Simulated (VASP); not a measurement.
# AlIn2N3 (Cmc2_1) in VASP: single point with r2SCAN

Aim: the single point of AlIn2N3 with r2SCAN.

All numbers are computed with VASP 6.6.1; they aren't measurements. Logs are shortened: lines on timing, memory, paths and dates and some standing lists are left out, and cuts for length are marked.

## 1. The cell of the first run

The structure is orthorhombic, space group Cmc2_1 (No. 36). Conventional cell: a = 10.360 Å, b = 5.962 Å, c = 5.393 Å, α = 90.00°, β = 90.00°, γ = 90.00°. Within 2.5 Å of Al (site symmetry m) lie 4 N at 1.89 to 1.92 Å. Within 2.9 Å of In (site symmetry 1) lie 4 N at 2.16 to 2.19 Å. Within 2.5 Å of N (site symmetry 1) lie 1 Al at 1.91 Å and 3 In at 2.16 to 2.19 Å. Within 2.5 Å of N (site symmetry m) lie 2 Al at 1.89 to 1.92 Å and 2 In at 2.19 Å.

## 2. Single point, r2SCAN (biaxial strain in the a-b plane: +1.5 %)

POSCAR

```
AlIn2N3
1.0
    5.1800175020     -2.9808312210      0.0000000000
    5.1800175020      2.9808312210      0.0000000000
    0.0000000000      0.0000000000      5.3927053668
Al In N
2 4 6
Direct
    0.3410037454      0.6589962546      0.9890983067
    0.6589962546      0.3410037454      0.4890983067
    0.9881787417      0.3355431509      0.9867266625
    0.6644568491      0.0118212583      0.9867266625
    0.0118212583      0.6644568491      0.4867266625
    0.3355431509      0.9881787417      0.4867266625
    0.9695567266      0.3328478541      0.3857459575
    0.6671521459      0.0304432734      0.3857459575
    0.0304432734      0.6671521459      0.8857459575
    0.3328478541      0.9695567266      0.8857459575
    0.3681129852      0.6318870148      0.3379564533
    0.6318870148      0.3681129852      0.8379564533
```

INCAR.step1

```
PREC = Accurate
ENCUT = 520
ISMEAR = 0
SIGMA = 0.02
LREAL = False
LASPH = True
NELM = 60
NBANDS = 56
GGA = PE
ALGO = Normal
EDIFF = 1E-4
LWAVE = True
LCHARG = False
```

INCAR.step2

```
PREC = Accurate
ENCUT = 520
EDIFF = 1E-6
ISMEAR = 0
SIGMA = 0.02
LREAL = False
LASPH = True
NELM = 60
ALGO = Normal
ISIF = 2
LWAVE = False
LCHARG = False
METAGGA = R2SCAN
LMIXTAU = True
NBANDS = 56
ISTART = 1
```

KPOINTS

```
Automatic mesh
0
Gamma
  6 6 6
```

Potentials or basis: VASP PAW PBE potentials, release 64 (Al, In_d, N).

Run with:

```bash
$ cat potpaw_PBE.64/Al/POTCAR potpaw_PBE.64/In_d/POTCAR potpaw_PBE.64/N/POTCAR > POTCAR
$ cp INCAR.step1 INCAR
$ mpirun -np 1 vasp_std > vasp.out
$ cp INCAR.step2 INCAR
$ mpirun -np 1 vasp_std > vasp.out
```

OUTCAR:

```text
PREC = Accurate
   ENCUT = 520
   EDIFF = 1E-6
   ISMEAR = 0
   LREAL = False
   LASPH = True
   NELM = 60
   ISIF = 2
   METAGGA = R2SCAN
   ISTART = 1

 ion  position               nearest neighbor table
   1  0.341  0.659  0.989-  11 1.89  10 1.91   9 1.91  12 1.92   2 3.30   2 3.30   6 3.32   5 3.32
                             5 3.34   6 3.34   3 3.34   4 3.34   3 3.50   4 3.50   4 3.50   3 3.50
   2  0.659  0.341  0.489-  12 1.89   8 1.91   7 1.91  11 1.92   1 3.30   1 3.30   4 3.32   3 3.32
                             3 3.34   4 3.34   6 3.34   5 3.34   5 3.50   6 3.50   6 3.50   5 3.50
   3  0.988  0.336  0.987-   7 2.16   9 2.19  10 2.19  12 2.19   2 3.32   2 3.34   1 3.34   4 3.35
                             5 3.38   5 3.38   6 3.40   6 3.40   4 3.50   4 3.50   1 3.50   1 3.50
   4  0.664  0.012  0.987-   8 2.16  10 2.19   9 2.19  12 2.19   2 3.32   2 3.34   1 3.34   3 3.35
                             6 3.38   6 3.38   5 3.40   5 3.40   3 3.50   3 3.50   1 3.50   1 3.50
   5  0.012  0.664  0.487-   9 2.16   7 2.19   8 2.19  11 2.19   1 3.32   1 3.34   2 3.34   6 3.35
                             3 3.38   3 3.38   4 3.40   4 3.40   6 3.50   6 3.50   2 3.50   2 3.50
   6  0.336  0.988  0.487-  10 2.16   8 2.19   7 2.19  11 2.19   1 3.32   1 3.34   2 3.34   5 3.35
                             4 3.38   4 3.38   3 3.40   3 3.40   5 3.50   5 3.50   2 3.50   2 3.50
   7  0.970  0.333  0.386-   2 1.91   3 2.16   5 2.19   6 2.19
   8  0.667  0.030  0.386-   2 1.91   4 2.16   6 2.19   5 2.19
   9  0.030  0.667  0.886-   1 1.91   5 2.16   3 2.19   4 2.19
  10  0.333  0.970  0.886-   1 1.91   6 2.16   4 2.19   3 2.19
  11  0.368  0.632  0.338-   1 1.89   2 1.92   5 2.19   6 2.19
  12  0.632  0.368  0.838-   2 1.89   1 1.92   3 2.19   4 2.19

  LATTYP: Found a base centered orthorhombic cell.
 ALAT       =     5.9616624420
 B/A-ratio  =     1.7377761832
 C/A-ratio  =     0.9045640238

  Lattice vectors:

 A1 = (  -5.1800175020,  -2.9808312210,   0.0000000000)
 A2 = (   5.1800175020,  -2.9808312210,   0.0000000000)
 A3 = (   0.0000000000,   0.0000000000,   5.3927053668)

Analysis of symmetry for initial positions (statically):
=====================================================================
 Subroutine PRICEL returns:
 Original cell was already a primitive cell.

 Routine SETGRP: Setting up the symmetry group for a
 base centered orthorhombic supercell.

 Subroutine GETGRP returns: Found  4 space group operations
 (whereof  2 operations were pure point group operations)
 out of a pool of  8 trial point group operations.

The static configuration has the point symmetry C_1h.
 The point group associated with its full space group is C_2v.

Analysis of symmetry for dynamics (positions and initial velocities):
=====================================================================
 Subroutine PRICEL returns:
 Original cell was already a primitive cell.

 Routine SETGRP: Setting up the symmetry group for a
 base centered orthorhombic supercell.

 Subroutine GETGRP returns: Found  4 space group operations
 (whereof  2 operations were pure point group operations)
 out of a pool of  8 trial point group operations.

The dynamic configuration has the point symmetry C_1h.
 The point group associated with its full space group is C_2v.

 Subroutine INISYM returns: Found  4 space group operations
 (whereof  2 operations are pure point group operations),
 and found     1 'primitive' translations

----------------------------------------------------------------------------------------

                                     Primitive cell

  volume of cell :     166.5349

  direct lattice vectors                    reciprocal lattice vectors
     5.180017502 -2.980831221  0.000000000     0.096524770 -0.167738447  0.000000000
     5.180017502  2.980831221  0.000000000     0.096524770  0.167738447  0.000000000
     0.000000000  0.000000000  5.392705367     0.000000000  0.000000000  0.185435682

  length of vectors
     5.976448451  5.976448451  5.392705367     0.193528339  0.193528339  0.185435682

  position of ions in fractional coordinates (direct lattice)
     0.341003745  0.658996255  0.989098307
     0.658996255  0.341003745  0.489098307
     0.988178742  0.335543151  0.986726662
     0.664456849  0.011821258  0.986726662
     0.011821258  0.664456849  0.486726662
     0.335543151  0.988178742  0.486726662
     0.969556727  0.332847854  0.385745957
     0.667152146  0.030443273  0.385745957
     0.030443273  0.667152146  0.885745957
     0.332847854  0.969556727  0.885745957
     0.368112985  0.631887015  0.337956453
     0.631887015  0.368112985  0.837956453

  ion indices of the primitive-cell ions
   primitive index   ion index
                 1           1
                 2           2
                 3           3
                 4           4
                 5           5
                 6           6
                 7           7
                 8           8
                 9           9
                10          10
                11          11
                12          12

----------------------------------------------------------------------------------------

 KPOINTS: Automatic mesh

Automatic generation of k-mesh.
 Grid dimensions read from file:
 generate k-points for:    6    6    6

 Generating k-lattice:

  Cartesian coordinates                     Fractional coordinates (reciprocal lattice)
     0.016087462 -0.027956408  0.000000000     0.166666667  0.000000000  0.000000000
     0.016087462  0.027956408  0.000000000     0.000000000  0.166666667  0.000000000
     0.000000000  0.000000000  0.030905947     0.000000000  0.000000000  0.166666667

  Length of vectors
     0.032254723  0.032254723  0.030905947

  Shift w.r.t. Gamma in fractional coordinates (k-lattice)
     0.000000000  0.000000000  0.000000000

 Subroutine IBZKPT returns following result:
 ===========================================

 Found     52 irreducible k-points:

 Following reciprocal coordinates:
            Coordinates               Weight
  0.000000  0.000000  0.000000      1.000000
  0.166667  0.000000  0.000000      4.000000
  0.333333  0.000000  0.000000      4.000000
  0.500000 -0.000000  0.000000      2.000000
  0.166667  0.166667  0.000000      2.000000
  0.333333  0.166667  0.000000      4.000000
[... 16 lines left out ...]
  0.333333  0.333333  0.166667      4.000000
  0.500000  0.333333  0.166667      8.000000
 [... further k-points ...]
   k-points           NKPTS =     52   k-points in BZ     NKDIM =     52   number of bands    NBANDS=     56
   number of dos      NEDOS =    301   number of ions     NIONS =     12
   total plane-waves  NPLWV =  92160
   dimension x,y,z NGX =    48 NGY =   48 NGZ =   40
   dimension x,y,z NGXF=    96 NGYF=   96 NGZF=   80
   ions per type =               2   4   6
   NGX,Y,Z   is equivalent  to a cutoff of  13.35, 13.35, 12.33 a.u.
   NGXF,Y,Z  is equivalent  to a cutoff of  26.70, 26.70, 24.66 a.u.
 SYSTEM =  unknown system
   PREC   = accura    normal or accurate (medium, high low for compatibility)
   ISTART =      1    job   : 0-new  1-cont  2-samecut
   ICHARG =      0    charge: 1-file 2-atom 10-const
   ISPIN  =      1    spin polarized calculation?
   LNONCOLLINEAR =      F non collinear calculations
   LSORBIT =      F    spin-orbit coupling
   LASPH  =      T    aspherical Exc in radial PAW
   ENCUT  =  520.0 eV  38.22 Ry    6.18 a.u.  11.11 11.11 10.03*2*pi/ulx,y,z
   NELM   =     60;   NELMIN=  2; NELMDL=  0     # of ELM steps
   EDIFF  = 0.1E-05   stopping-criterion for ELM
   LREAL  =      F    real-space projection
   EDIFFG = 0.1E-04   stopping-criterion for IOM
   NSW    =      0    number of steps for IOM
   IBRION =     -1    ionic relax: 0-MD 1-quasi-New 2-CG
   NFREE  =      0    steps in history (QN), initial steepest desc. (CG)
   ISIF   =      2    stress and relaxation
   ISYM   =      2    0-nonsym 1-usesym 2-fastsym
   POTIM  = 0.5000    time-step for ionic-motion
   TEBEG  =    0.0;   TEEND  =   0.0 temperature during run
   PSTRESS=    0.0 pullay stress
   NELECT =      88.0000    total number of electrons
   NUPDOWN=      -1.0000    fix difference up-down
   EMIN   =  10.00;   EMAX   =-10.00  energy-range for DOS
   EFERMI =   0.00;   METHOD = LEGACY
   ISMEAR =     0;   SIGMA  =   0.02  broadening in eV -4-tet -1-fermi 0-gaus
   EFERMI_NEDOS =   21; number of points for ismear=-14 and -15
   IALGO  =     38    algorithm
   IMIX   =      4    mixing-type and parameters
     AMIX     =   0.40;   BMIX     =  1.00
     AMIX_MAG =   1.60;   BMIX_MAG =  1.00
  volume/ion in A,a.u.               =      13.88        93.65
  Fermi-wavevector in a.u.,A,eV,Ry     =   1.323531  2.501110 23.833774  1.751733
  Thomas-Fermi vector in A             =   2.453132
   LORBIT       =      0    0 simple, 1 ext, 2 COOP (PROOUT), +10 PAW based schemes
   METAGGA = R2SCAN    functional components
   LHFCALC =     F    Hartree Fock is set to
   AEXX    =    0.0000 exact exchange contribution
   IVDW    =     0    specifies the selected vdW correction
   LEPSILON=     F    determine dielectric tensor
   LRPA    =     F    only Hartree local field effects (RPA)
 non-spin polarized calculation
 Gauss-broadening in eV      SIGMA  =   0.02
  energy-cutoff  :      520.00
  volume of cell :      166.53
 maximum number of plane-waves:      4516
 NGX is ok and might be reduce to    48
   NGX = 23   NGY = 23   NGZ = 21

 number of electron      87.9999996 magnetization

 Free energy of the ion-electron system (eV)
  ---------------------------------------------------
  ext. energy  EPLUGINS =         0.00000000
  ---------------------------------------------------
  free energy    TOTEN  =      -165.99362506 eV

  energy without entropy =     -165.99362506  energy(sigma->0) =     -165.99362506

 E-fermi :   6.0433     XC(G=0): -11.4200

 val. band max:        5.9607904384   @ k =   0.0000   0.0000   0.0000
 cond. band min:       7.2740551321   @ k =   0.0000   0.0000   0.0000
 fundamental gap:      1.3132646937
 Fermi energy:         6.0433286482

 k-point     1 :       0.0000    0.0000    0.0000
  band No.  band energies     occupation
      1      -9.3254      2.00000
      2      -9.2015      2.00000
      3      -8.9966      2.00000
      4      -8.9888      2.00000
      5      -8.8037      2.00000
      6      -8.5914      2.00000
[... 48 lines left out ...]
     55      15.2045      0.00000
     56      15.8373      0.00000

 k-point     2 :       0.1667    0.0000    0.0000
  band No.  band energies     occupation
      1      -9.3238      2.00000
      2      -9.1673      2.00000
      3      -9.0091      2.00000
      4      -8.9548      2.00000
      5      -8.8144      2.00000
      6      -8.5851      2.00000
[... 48 lines left out ...]
     55      15.1145      0.00000
     56      15.4963      0.00000

 k-point     3 :       0.3333    0.0000    0.0000
  band No.  band energies     occupation
      1      -9.3258      2.00000
      2      -9.1080      2.00000
      3      -8.9986      2.00000
      4      -8.9069      2.00000
      5      -8.8315      2.00000
      6      -8.5701      2.00000
[... 1172 lines left out ...]
 k-point    23 :       0.3333    0.3333    0.1667
  band No.  band energies     occupation
      1      -9.2825      2.00000
      2      -9.1511      2.00000
      3      -8.9975      2.00000
      4      -8.8505      2.00000
      5      -8.7520      2.00000
      6      -8.6150      2.00000
[... 48 lines left out ...]
     55      14.9022      0.00000
     56      15.1398      0.00000

 k-point    24 :       0.5000    0.3333    0.1667
  band No.  band energies     occupation
      1      -9.2940      2.00000
      2      -9.1283      2.00000
      3      -8.9963      2.00000
      4      -8.8084      2.00000
      5      -8.7564      2.00000
      6      -8.6064      2.00000
[... 48 lines left out ...]
     55      14.9145      0.00000
     56      15.2776      0.00000

 [... further k-points ...]

------------------------ aborting loop because EDIFF is reached ----------------------------------------

  FORCE on cell =-STRESS in cart. coord.  units (eV):
  Direction    XX          YY          ZZ          XY          YZ          ZX
  --------------------------------------------------------------------------------------
  -------------------------------------------------------------------------------------
  Total       -5.6819896     -5.5318132      1.7467352      0.0000000      0.0000000      0.0000000
  in kB      -54.6645424    -53.2197445     16.8047614      0.0000000      0.0000000      0.0000000
  external PRESSURE =     -30.3598419 kB  Pullay stress =       0.0000000 kB

 VOLUME and BASIS-vectors are now :
 -----------------------------------------------------------------------------
  energy-cutoff  :      520.00
  volume of cell :      166.53
      direct lattice vectors                 reciprocal lattice vectors
     5.180017502 -2.980831221  0.000000000     0.096524770 -0.167738447  0.000000000
     5.180017502  2.980831221  0.000000000     0.096524770  0.167738447  0.000000000
     0.000000000  0.000000000  5.392705367     0.000000000  0.000000000  0.185435682

 POSITION                                       TOTAL-FORCE (eV/Angst)
 -----------------------------------------------------------------------------------
      5.18002      0.94788      5.33392        -0.000000      0.012217     -0.231756
      5.18002     -0.94788      2.63756        -0.000000     -0.012217     -0.231756
      6.85690     -1.94540      5.32113         0.002200     -0.002777     -0.271905
      3.50313     -1.94540      5.32113        -0.002200     -0.002777     -0.271905
      3.50313      1.94540      2.62477        -0.002200      0.002777     -0.271905
      6.85690      1.94540      2.62477         0.002200      0.002777     -0.271905
      6.74648     -1.89792      2.08021        -0.069013      0.039538      0.256254
      3.61356     -1.89792      2.08021         0.069013      0.039538      0.256254
      3.61356      1.89792      4.77657         0.069013     -0.039538      0.256254
      6.74648      1.89792      4.77657        -0.069013     -0.039538      0.256254
      5.18002      0.78627      1.82250        -0.000000     -0.058438      0.263057
      5.18002     -0.78627      4.51885        -0.000000      0.058438      0.263057
 -----------------------------------------------------------------------------------
    total drift:                                0.000000      0.000000     -0.016156

  FREE ENERGIE OF THE ION-ELECTRON SYSTEM (eV)
  ---------------------------------------------------
  free  energy   TOTEN  =      -165.9936250582 eV

  energy  without entropy=     -165.9936250582  energy(sigma->0) =     -165.99362506
```

Wall time 35 min (1 thread of Oxide Virtual Turin-like, shared host); peak memory 0.55 GiB.

Results:

- Free energy: -165.9936 eV
- Pressure: -3.0 GPa
- Largest force: 0.272 eV/Å
- Band gap on the k mesh: 1.31 eV

Forces on the atoms (eV/Å):
```
Al   0.000  0.012 -0.232
Al   0.000 -0.012 -0.232
In   0.002 -0.003 -0.272
In  -0.002 -0.003 -0.272
In  -0.002  0.003 -0.272
In   0.002  0.003 -0.272
N   -0.069  0.040  0.256
N    0.069  0.040  0.256
N    0.069 -0.040  0.256
N   -0.069 -0.040  0.256
N    0.000 -0.058  0.263
N    0.000  0.058  0.263
```

Stress tensor (GPa, compression positive):
```
-5.47  0.00  0.00
 0.00 -5.32  0.00
 0.00  0.00  1.68
```

Levels at points of the mesh, in eV from the valence-band top:
```tsv
k point	band 42	band 43	band 44	band 45	band 46	band 47
(0.00, 0.00, 0.00)	-0.02	-0.01	0.00	1.31	3.86	5.53
(0.50, 0.00, 0.00)	-0.63	-0.62	-0.39	4.03	4.06	5.21
(0.50, 0.50, 0.00)	-0.71	-0.51	-0.34	4.04	4.09	4.74
(0.00, 0.00, 0.50)	-0.37	-0.22	-0.22	3.63	3.63	6.62
(0.50, 0.00, 0.50)	-0.89	-0.82	-0.82	4.45	4.45	5.00
(0.50, 0.50, 0.50)	-0.96	-0.63	-0.63	4.56	4.56	5.02
```

Caveat: the cell differs from its parent crystal (biaxial strain in the a-b plane: +1.5 %); the cell stands under tension; the PAW data sets were made with another functional, which shifts forces and pressure a little; spin-orbit coupling is left out, which moves the levels of the heavy elements.
